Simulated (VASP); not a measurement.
The system is Ti.

```
Ti
1.0
    -1.64100    1.64100    1.64100
     1.64100   -1.64100    1.64100
     1.64100    1.64100   -1.64100
Ti
1
Direct
  0.00000 0.00000 0.00000
```

```yaml
Program: VASP 6.6.1
Task: relaxation of cell and atoms
Functional: RPBE
Dispersion: D3(BJ)
Potentials_or_basis: VASP PAW PBE potentials, release 64 (Ti_sv)
Cutoff: 600 eV
k_mesh: 11 × 11 × 11
Occupations: fermi-dirac, width 0.05 eV
Spin: no spin polarisation
```

At the start: pressure -36.6 GPa; volume 17.68 Å³/atom.

Task: How do energy, volume and symmetry change on relaxing?

Result: Over 4 steps the energy falls by 754.7 meV/atom and the volume is 12.36 Å³/atom (-30.0 %); space group Im-3m (No. 229, to 0.05 Å).

The path:
```tsv
step	energy change (eV)	largest force (eV/Å)	pressure (GPa)	volume (Å³)
1	0.0000	0.0000	-36.58	17.68
2	-0.2073	0.0000	66.84	9.23
3	-0.7539	0.0000	-1.85	12.49
4	-0.7547	0.0000	-0.15	12.36
```

Final structure:
```
CELL_PARAMETERS angstrom
-1.45672 1.45672 1.45672
1.45672 -1.45672 1.45672
1.45672 1.45672 -1.45672
ATOMIC_POSITIONS crystal
Ti 0.00000 0.00000 0.00000
```

Caveat: the volume moved by over 15 % at a fixed basis, so the end points are rough; the PAW data sets were made with another functional, which shifts forces and pressure a little; the volume moved by -30 % from the deposited cell, more than functionals usually miss; pairwise dispersion overbinds metals, which lowers pressure and volume.
